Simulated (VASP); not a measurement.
# GaN (l.eB) (Imm2) in VASP: notebook, part 2 of 3

VASP 6.6.1. Earlier steps stand in the parts before.

### Step 3. Single point, LDA

This run uses another cell than the first one, of 10.63 Å³/atom, 0.995 times its volume.

The input, INCAR:

```
SYSTEM = GaN
ALGO = Normal ; EDIFF = 1E-6
ENCUT = 600 ; GGA = CA
GGA_COMPAT = .FALSE. ; ISIF = 2
ISMEAR = 0 ; LASPH = .TRUE.
LCHARG = .TRUE. ; LELF = .TRUE.
LREAL = .FALSE. ; LVHAR = .TRUE.
LWAVE = .FALSE. ; NBANDS = 26
NELM = 120 ; PREC = Accurate
SIGMA = 0.02
```

The input, KPOINTS:

```
k-points
0
G
  10 6 8
  0 0 0
```

The input, POSCAR:

```
GaN
1.0
    3.0611126101      0.0000000000      0.0000000000
    0.0000000000      4.3290669213      0.0000000000
    0.0000000000      0.0000000000      3.2080450275
Ga N
2 2
Direct
    0.0000000000     -0.0042383856      0.0000000000
    0.5000000000      0.4957616144      0.5000000000
    0.5000000000      0.2542383856      0.0000000000
    0.0000000000      0.7542383856      0.5000000000
```

Potentials or basis: VASP PAW LDA potentials, release 64 (Ga_d, N).

Command:

```
> cat potpaw_LDA.64/Ga_d/POTCAR potpaw_LDA.64/N/POTCAR > POTCAR
> mpirun -np 1 vasp_std > vasp.out
```

OUTCAR:

```text
SYSTEM = GaN
   EDIFF = 1E-6
   ENCUT = 600
   GGA = CA
   ISIF = 2
   ISMEAR = 0
   LASPH = .TRUE.
   LREAL = .FALSE.
   NELM = 120
   PREC = Accurate

 ion  position               nearest neighbor table
   1  0.000  0.996  0.000-   3 1.90   3 1.90   4 1.91   4 1.91
   2  0.500  0.496  0.500-   4 1.90   4 1.90   3 1.91   3 1.91
   3  0.500  0.254  0.000-   1 1.90   1 1.90   2 1.91   2 1.91
   4  0.000  0.754  0.500-   2 1.90   2 1.90   1 1.91   1 1.91

[... 916 lines left out ...]
  FORCE on cell =-STRESS in cart. coord.  units (eV):
  Direction    XX          YY          ZZ          XY          YZ          ZX
  --------------------------------------------------------------------------------------
  -------------------------------------------------------------------------------------
  Total        4.4180499      3.0341240      0.3148645      0.0000000      0.0000000      0.0000000
  in kB      166.5049451    114.3483340     11.8664356      0.0000000      0.0000000      0.0000000
  external PRESSURE =      97.5732382 kB  Pullay stress =       0.0000000 kB

 VOLUME and BASIS-vectors are now :
 -----------------------------------------------------------------------------
  energy-cutoff  :      600.00
  volume of cell :       42.51
      direct lattice vectors                 reciprocal lattice vectors
     3.061112610  0.000000000  0.000000000     0.326678606  0.000000000  0.000000000
     0.000000000  4.329066921  0.000000000     0.000000000  0.230996660  0.000000000
     0.000000000  0.000000000  3.208045027     0.000000000  0.000000000  0.311716323

 POSITION                                       TOTAL-FORCE (eV/Angst)
 -----------------------------------------------------------------------------------
      0.00000      4.31072      0.00000         0.000000     -0.012279      0.000000
      1.53056      2.14619      1.60402        -0.000000     -0.012279      0.000000
      1.53056      1.10061      0.00000         0.000000      0.012279     -0.000000
      0.00000      3.26515      1.60402         0.000000      0.012279     -0.000000
 -----------------------------------------------------------------------------------
    total drift:                                0.000000     -0.000195      0.000002

  FREE ENERGIE OF THE ION-ELECTRON SYSTEM (eV)
  ---------------------------------------------------
  free  energy   TOTEN  =       -27.7764875328 eV

  energy  without entropy=      -27.7764875328  energy(sigma->0) =      -27.77648753
```

OSZICAR:

```text
N       E                     dE             d eps       ncg     rms          rms(c)
DAV:   1     0.277630128536E+03    0.27763E+03   -0.19429E+04  7134   0.282E+03
DAV:   2     0.328052195489E+01   -0.27435E+03   -0.25868E+03  6760   0.505E+02
DAV:   3    -0.310145849592E+02   -0.34295E+02   -0.33803E+02  7326   0.144E+02
DAV:   4    -0.320841128060E+02   -0.10695E+01   -0.10648E+01  7336   0.266E+01
DAV:   5    -0.321045252017E+02   -0.20412E-01   -0.20390E-01  7756   0.360E+00    0.110E+01
DAV:   6    -0.278029916903E+02    0.43015E+01   -0.95548E+00 10190   0.527E+01    0.308E+00
DAV:   7    -0.278383243405E+02   -0.35333E-01   -0.13752E+00  6800   0.840E+00    0.263E+00
DAV:   8    -0.277974262878E+02    0.40898E-01   -0.22763E-01 10170   0.530E+00    0.117E+00
DAV:   9    -0.277759365117E+02    0.21490E-01   -0.61014E-02  9850   0.415E+00    0.309E-01
DAV:  10    -0.277765943373E+02   -0.65783E-03   -0.58357E-03  6590   0.538E-01    0.114E-01
DAV:  11    -0.277764929614E+02    0.10138E-03   -0.55342E-04  9302   0.465E-01    0.456E-02
DAV:  12    -0.277765096102E+02   -0.16649E-04   -0.90937E-05  6642   0.617E-02    0.727E-02
DAV:  13    -0.277764900089E+02    0.19601E-04   -0.23396E-05  8716   0.720E-02    0.349E-02
DAV:  14    -0.277764879434E+02    0.20655E-05   -0.65745E-06  8576   0.216E-02    0.170E-02
DAV:  15    -0.277764875328E+02    0.41056E-06   -0.54623E-07  3510   0.623E-03
   1 F= -.27776488E+02 E0= -.27776488E+02  d E =-.325453E-12
```

stdout:

```text
POSCAR found type information on POSCAR GaN
 POSCAR found :  2 types and       4 ions
 scaLAPACK will be used
 LDA part: xc-table for (Slater(with rela. corr.)+CA(PZ))
 , standard interpolation
 POSCAR, INCAR and KPOINTS ok, starting setup
 FFT: planning ... GRIDC
 FFT: planning ... GRID_SOFT
 FFT: planning ... GRID
 WAVECAR not read
 entering main loop
```

Run time: 86 s. Hardware: 1 thread of Intel Xeon Platinum 8488C (Sapphire Rapids), shared host; peak memory 0.24 GiB.

What came out:

```yaml
Free_energy: -27.7765 eV
Pressure: 9.8 GPa
Largest_force: 0.012 eV/Å
Band_gap_on_the_k_mesh: 2.04 eV
```

Forces in eV/Å, atoms in the order of the input:
```
Ga   0.000 -0.012  0.000
Ga   0.000 -0.012  0.000
N    0.000  0.012  0.000
N    0.000  0.012  0.000
```

Stress tensor (GPa, compression positive):
```
16.65  0.00  0.00
 0.00 11.43  0.00
 0.00  0.00  1.19
```

Levels at points of the mesh, in eV from the valence-band top:
| k point | band 15 | band 16 | band 17 | band 18 | band 19 | band 20 | band 21 | band 22 |
| --- | --- | --- | --- | --- | --- | --- | --- | --- |
| (0.00, 0.00, 0.00) | -2.89 | -0.34 | -0.08 | 0.00 | 2.04 | 2.89 | 6.64 | 9.93 |
| (0.50, 0.00, 0.00) | -3.53 | -3.53 | -1.59 | -1.59 | 6.48 | 6.48 | 7.15 | 7.15 |
| (0.00, 0.50, 0.00) | -2.16 | -2.16 | -1.57 | -1.57 | 4.60 | 4.60 | 7.53 | 7.53 |
| (0.50, 0.50, 0.00) | -1.51 | -1.51 | -1.14 | -1.14 | 4.63 | 4.63 | 8.88 | 8.88 |
| (0.00, 0.00, 0.50) | -3.70 | -3.70 | -1.15 | -1.15 | 6.87 | 6.87 | 7.60 | 7.60 |
| (0.50, 0.00, 0.50) | -3.08 | -3.08 | -3.06 | -3.06 | 3.18 | 3.18 | 6.91 | 6.91 |
| (0.00, 0.50, 0.50) | -1.11 | -1.11 | -1.07 | -1.07 | 5.15 | 5.15 | 8.67 | 8.67 |
| (0.50, 0.50, 0.50) | -4.22 | -4.22 | -4.21 | -4.21 | 6.24 | 6.24 | 8.84 | 8.84 |

### Step 4. Single point, LDA

This run uses another cell than the first one, of 10.63 Å³/atom, 0.995 times its volume.

The input, INCAR:

```
SYSTEM = GaN
PREC     = Accurate       ! precision mode
ENCUT    = 600            ! plane-wave cutoff, eV
EDIFF    = 1E-6           ! SCF threshold, eV
ISMEAR   = 0              ! smearing method
SIGMA    = 0.02           ! smearing width, eV
LREAL    = .FALSE.        ! projectors in reciprocal space
LASPH    = .TRUE.         ! aspherical terms in the spheres
NELM     = 120            ! most SCF steps
ALGO     = Normal         ! electronic algorithm
ISIF     = 2              ! what is computed and relaxed
LWAVE    = .FALSE.        ! write WAVECAR
LCHARG   = .FALSE.        ! write CHGCAR
NBANDS   = 26             ! bands
GGA_COMPAT= .FALSE.
```

The input, KPOINTS:

```
regular mesh
0
G
  10 6 8
  0 0 0
```

POSCAR is that of step 3.

Potentials or basis: VASP PAW LDA potentials, release 64 (Ga_d, N).

Command:

```
> cat potpaw_LDA.64/Ga_d/POTCAR potpaw_LDA.64/N/POTCAR > POTCAR
> mpirun -np 1 vasp_std > vasp.out
```

OUTCAR:

```text
SYSTEM = GaN
   PREC = Accurate
   ENCUT = 600
   EDIFF = 1E-6
   ISMEAR = 0
   LREAL = .FALSE.
   LASPH = .TRUE.
   NELM = 120
   ISIF = 2

 ion  position               nearest neighbor table
   1  0.000  0.996  0.000-   3 1.90   3 1.90   4 1.91   4 1.91
   2  0.500  0.496  0.500-   4 1.90   4 1.90   3 1.91   3 1.91
   3  0.500  0.254  0.000-   1 1.90   1 1.90   2 1.91   2 1.91
   4  0.000  0.754  0.500-   2 1.90   2 1.90   1 1.91   1 1.91

  LATTYP: Found a simple orthorhombic cell.
 ALAT       =     3.0611126101
 B/A-ratio  =     1.0479996773
 C/A-ratio  =     1.4142135467

  Lattice vectors:

 A1 = (  -3.0611126101,   0.0000000000,   0.0000000000)
 A2 = (   0.0000000000,   0.0000000000,   3.2080450275)
 A3 = (   0.0000000000,   4.3290669213,   0.0000000000)

Analysis of symmetry for initial positions (statically):
=====================================================================
 Subroutine PRICEL returns following result:

  LATTYP: Found a body centered orthorhombic cell.
 ALAT       =     3.0611126101
 B/A-ratio  =     1.0479996773
 C/A-ratio  =     1.4142135467

  Lattice vectors:

 A1 = (   1.5305563051,   2.1645334606,   1.6040225137)
 A2 = (  -1.5305563051,   2.1645334606,  -1.6040225137)
 A3 = (  -1.5305563051,  -2.1645334606,   1.6040225137)

   2 primitive cells build up your supercell.

 Routine SETGRP: Setting up the symmetry group for a
 simple orthorhombic supercell.

 Subroutine GETGRP returns: Found  4 space group operations
 (whereof  4 operations were pure point group operations)
 out of a pool of  8 trial point group operations.

The static configuration has the point symmetry C_2v.

Analysis of symmetry for dynamics (positions and initial velocities):
=====================================================================
 Subroutine PRICEL returns following result:

  LATTYP: Found a body centered orthorhombic cell.
 ALAT       =     3.0611126101
[... 135 lines left out ...]
   IALGO  =     38    algorithm
   IMIX   =      4    mixing-type and parameters
     AMIX     =   0.40;   BMIX     =  1.00
     AMIX_MAG =   1.60;   BMIX_MAG =  1.00
  volume/ion in A,a.u.               =      10.63        71.72
  Fermi-wavevector in a.u.,A,eV,Ry     =   1.548832  2.926868 32.638751  2.398881
  Thomas-Fermi vector in A             =   2.653726
   LORBIT       =      0    0 simple, 1 ext, 2 COOP (PROOUT), +10 PAW based schemes
   GGA     = CA    functional components
   LHFCALC =     F    Hartree Fock is set to
   AEXX    =    0.0000 exact exchange contribution
   IVDW    =     0    specifies the selected vdW correction
   LEPSILON=     F    determine dielectric tensor
   LRPA    =     F    only Hartree local field effects (RPA)
 non-spin polarized calculation
 Gauss-broadening in eV      SIGMA  =   0.02
  energy-cutoff  :      600.00
  volume of cell :       42.51
 maximum number of plane-waves:      1440
   NGX = 13   NGY = 17   NGZ = 13

 number of electron      36.0000013 magnetization

 Free energy of the ion-electron system (eV)
  ---------------------------------------------------
  ext. energy  EPLUGINS =         0.00000000
  ---------------------------------------------------
  free energy    TOTEN  =       -27.77648753 eV

  energy without entropy =      -27.77648753  energy(sigma->0) =      -27.77648753

 E-fermi :   6.1062     XC(G=0): -12.5205

 val. band max:        6.0211497097   @ k =   0.0000   0.0000   0.0000
 cond. band min:       8.0602058301   @ k =   0.0000   0.0000   0.0000
 fundamental gap:      2.0390561204
 Fermi energy:         6.1062270515

 k-point     1 :       0.0000    0.0000    0.0000
  band No.  band energies     occupation
      1     -10.5857      2.00000
      2      -9.2644      2.00000
      3      -7.7909      2.00000
      4      -7.7676      2.00000
      5      -7.7564      2.00000
      6      -7.7028      2.00000
[... 685 lines left out ...]
     25      16.5524      0.00000
     26      16.5524      0.00000

 [... further k-points ...]

------------------------ aborting loop because EDIFF is reached ----------------------------------------

  FORCE on cell =-STRESS in cart. coord.  units (eV):
  Direction    XX          YY          ZZ          XY          YZ          ZX
  --------------------------------------------------------------------------------------
  -------------------------------------------------------------------------------------
  Total        4.4180499      3.0341240      0.3148645      0.0000000      0.0000000      0.0000000
  in kB      166.5049451    114.3483340     11.8664356      0.0000000      0.0000000      0.0000000
  external PRESSURE =      97.5732382 kB  Pullay stress =       0.0000000 kB

 VOLUME and BASIS-vectors are now :
 -----------------------------------------------------------------------------
  energy-cutoff  :      600.00
  volume of cell :       42.51
      direct lattice vectors                 reciprocal lattice vectors
     3.061112610  0.000000000  0.000000000     0.326678606  0.000000000  0.000000000
     0.000000000  4.329066921  0.000000000     0.000000000  0.230996660  0.000000000
     0.000000000  0.000000000  3.208045027     0.000000000  0.000000000  0.311716323

 POSITION                                       TOTAL-FORCE (eV/Angst)
 -----------------------------------------------------------------------------------
      0.00000      4.31072      0.00000         0.000000     -0.012279      0.000000
      1.53056      2.14619      1.60402        -0.000000     -0.012279      0.000000
      1.53056      1.10061      0.00000         0.000000      0.012279     -0.000000
      0.00000      3.26515      1.60402         0.000000      0.012279     -0.000000
 -----------------------------------------------------------------------------------
    total drift:                                0.000000     -0.000195      0.000002

  FREE ENERGIE OF THE ION-ELECTRON SYSTEM (eV)
  ---------------------------------------------------
  free  energy   TOTEN  =       -27.7764875328 eV

  energy  without entropy=      -27.7764875328  energy(sigma->0) =      -27.77648753
```

OSZICAR:

```text
N       E                     dE             d eps       ncg     rms          rms(c)
DAV:   1     0.277630128536E+03    0.27763E+03   -0.19429E+04  7134   0.282E+03
DAV:   2     0.328052195489E+01   -0.27435E+03   -0.25868E+03  6760   0.505E+02
DAV:   3    -0.310145849592E+02   -0.34295E+02   -0.33803E+02  7326   0.144E+02
DAV:   4    -0.320841128060E+02   -0.10695E+01   -0.10648E+01  7336   0.266E+01
DAV:   5    -0.321045252017E+02   -0.20412E-01   -0.20390E-01  7756   0.360E+00    0.110E+01
DAV:   6    -0.278029916903E+02    0.43015E+01   -0.95548E+00 10190   0.527E+01    0.308E+00
DAV:   7    -0.278383243405E+02   -0.35333E-01   -0.13752E+00  6800   0.840E+00    0.263E+00
DAV:   8    -0.277974262878E+02    0.40898E-01   -0.22763E-01 10170   0.530E+00    0.117E+00
DAV:   9    -0.277759365117E+02    0.21490E-01   -0.61014E-02  9850   0.415E+00    0.309E-01
DAV:  10    -0.277765943373E+02   -0.65783E-03   -0.58357E-03  6590   0.538E-01    0.114E-01
DAV:  11    -0.277764929614E+02    0.10138E-03   -0.55342E-04  9302   0.465E-01    0.456E-02
DAV:  12    -0.277765096102E+02   -0.16649E-04   -0.90937E-05  6642   0.617E-02    0.727E-02
DAV:  13    -0.277764900089E+02    0.19601E-04   -0.23396E-05  8716   0.720E-02    0.349E-02
DAV:  14    -0.277764879434E+02    0.20655E-05   -0.65745E-06  8576   0.216E-02    0.170E-02
DAV:  15    -0.277764875328E+02    0.41056E-06   -0.54623E-07  3510   0.623E-03
   1 F= -.27776488E+02 E0= -.27776488E+02  d E =-.325453E-12
```

Wall time 92 s (1 thread of Intel Xeon Platinum 8488C (Sapphire Rapids), shared host); peak memory 0.24 GiB.

Results:

| Quantity | Value |
| --- | --- |
| Free energy | -27.7765 eV |
| Pressure | 9.8 GPa |
| Largest force | 0.012 eV/Å |
| Band gap on the k mesh | 2.04 eV |

Forces on the atoms (eV/Å):
```
Ga   0.000 -0.012  0.000
Ga   0.000 -0.012  0.000
N    0.000  0.012  0.000
N    0.000  0.012  0.000
```

Stress tensor (GPa, compression positive):
```
16.65  0.00  0.00
 0.00 11.43  0.00
 0.00  0.00  1.19
```

(Part 2 of 3 ends here.)
